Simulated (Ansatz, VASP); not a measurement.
O: VASP beside Ansatz

The input INCAR:

```
ALGO = Normal
EDIFF = 1E-6
ENCUT = 520
GGA = PE
ISIF = 2
ISMEAR = -1
LASPH = True
LCHARG = False
LREAL = False
LWAVE = False
NBANDS = 13
NELM = 60
PREC = Accurate
SIGMA = 0.03
```

The input KPOINTS:

```
k-points
0
Gamma
  4 4 4
```

Contents of POSCAR:

```
O
1.0
    0.0000000000      2.1075500000      3.3448500000
    1.4783500000      0.0000000000      3.3448500000
    1.4783500000      2.1075500000      0.0000000000
O
2
Direct
    0.0871000000      0.0871000000      0.9129000000
    0.9129000000      0.9129000000      0.0871000000
```

Input for Ansatz:

```yaml
crystal:
  lattice:
    - [0.0, 2.10755, 3.34485]
    - [1.47835, 0.0, 3.34485]
    - [1.47835, 2.10755, 0.0]
  atoms:
    - { symbol: O, position: [0.0871, 0.0871, 0.9129] }
    - { symbol: O, position: [0.9129, 0.9129, 0.0871] }
kpoints:
  mp_grid: { grid: [4, 4, 4] }
scf:
  occupations: { method: fermi_dirac, width: 0.03 }
hamiltonian:
  xc: pbe
  pseudopotentials: { kind: all_electron, lapw: { basis_error: 0.001 } }
output:
  forces: true
  stress: true
  eigenvalues: true
```

Alike in both runs: task single point; functional PBE; k mesh 4 × 4 × 4; occupations fermi-dirac, width 0.03 eV; no spin polarisation.

```csv
,VASP,Ansatz
version,VASP 6.6.1,Ansatz 0.2.0
potentials or method,"VASP PAW PBE potentials, release 64 (O), cutoff 520 eV","all-electron LAPW, scalar-relativistic"
```

```tsv
	VASP	Ansatz	Ansatz less VASP
pressure (GPa)	19.5	14.3	-5.17
traceless stress, the component that is largest in VASP (GPa)	41.73	30.55	-11.179
rms of the force components (eV/Å)	3.320	2.222	-1.0980
```

Atom by atom the forces differ by 1.098 eV/Å (rms over components). Ansatz ran all-electron here, and VASP with PAW potentials.

The k mesh is coarse, so the values compare programs but aren't converged. Noted on VASP's run: the standard files for N, O and F lose accuracy on very short bonds; spin is off for a triplet molecule.
